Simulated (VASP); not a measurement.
A run of VASP 6.6.1 is set up as follows.

File INCAR:

```
SYSTEM = Ti16H
PREC = Accurate
ENCUT = 520
EDIFF = 1E-6
ISMEAR = 1
SIGMA = 0.1
LREAL = Auto
LASPH = .TRUE.
NELM = 80
ALGO = Normal
ISIF = 2
LWAVE = .FALSE.
LCHARG = .TRUE.
GGA = PE
LELF = .TRUE.
LVHAR = .TRUE.
NBANDS = 110
```

Contents of KPOINTS:

```
Automatic mesh
0
G
  4 4 2
  0 0 0
```

POSCAR

```
Ti16H
1.0
    5.8787149800      0.0000000600      0.0000000000
   -2.9393575400      5.0911164800      0.0000000000
    0.0000000000      0.0000000000      9.2970418600
Ti H
16 1
Direct
    0.1548660589      0.3268338089      0.1218006778
    0.3303211268      0.1556522981      0.3770445538
    0.1659008023      0.3305809240      0.6254706699
    0.3349493604      0.1666999730      0.8746349777
    0.1674865189      0.8322602727      0.1228501514
    0.3316254110      0.6676415661      0.3759075255
    0.1679876914      0.8314203783      0.6285681067
    0.3355065322      0.6639836258      0.8741289028
    0.6712975120      0.3287925087      0.1231955301
    0.8347674029      0.1644293454      0.3750163818
    0.6683278714      0.3310305247      0.6259769599
    0.8336464771      0.1660441189      0.8715814258
    0.6735421088      0.8457610382      0.1215408102
    0.8433627141      0.6687900312      0.3768671856
    0.6688567561      0.8335737311      0.6253751556
    0.8326877609      0.6644540472      0.8745557052
    0.5023666697      0.4962184581      0.3122610443
```

Potentials or basis: VASP PAW PBE potentials, release 64 (Ti_sv, H).

The run is started by

```console
$ cat potpaw_PBE.64/Ti_sv/POTCAR potpaw_PBE.64/H/POTCAR > POTCAR
$ mpirun -np 1 vasp_std > vasp.out
```

Task: Estimate the pressure.

Result: 0.9 GPa.

Task: Predict the band gap on the k mesh.

Result: Zero (an odd number of electrons rules out a gap without spin polarisation).

Forces in eV/Å, atoms in the order of the input:
```
Ti  -0.029 -0.011  0.068
Ti   0.001 -0.009  0.085
Ti   0.037  0.018  0.015
Ti  -0.004  0.004  0.051
Ti  -0.004  0.006  0.074
Ti  -0.022  0.020  0.100
Ti  -0.002 -0.003  0.067
Ti  -0.011  0.002  0.051
Ti   0.044 -0.023  0.071
Ti  -0.009  0.010  0.055
Ti  -0.031  0.017  0.015
Ti   0.005 -0.002  0.007
Ti  -0.003  0.027  0.066
Ti   0.005  0.004  0.088
Ti   0.000 -0.043  0.014
Ti  -0.007  0.003  0.053
H    0.031 -0.019 -0.880
```
